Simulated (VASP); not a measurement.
Al2Cu:

```
Cu Al
1.0
    -2.03034    2.03034    2.85109
     2.03034   -2.03034    2.85109
     2.03034    2.03034   -2.85109
Cu Al
1 2
Direct
  0.50000 0.50000 0.00000
  0.25000 0.75000 0.50000
  0.75000 0.25000 0.50000
```

Base run:

| Item | Value |
| --- | --- |
| Program | VASP 6.6.1 |
| Functional | PBE |
| Potentials or basis | VASP PAW PBE potentials, release 64 (Cu, Al) |
| Cutoff | 520 eV |
| k mesh | 9 × 9 × 9 |
| Occupations | fermi-dirac, width 0.05 eV |
| Spin | no spin polarisation |

Its results: pressure 3.0 GPa.

**Question.** The run is repeated on the same cell with these changes: functional from PBE to r2SCAN; further incar settings from ALGO = Fast; EDIFF = 1e-06; NBANDS = 16 to ALGO = Normal; EDIFF = 1e-06; NBANDS = 16. What comes out?

**Answer.** Pressure 0.2 GPa.

Caveats: the PAW data sets were made with another functional, which shifts forces and pressure a little (some runs).
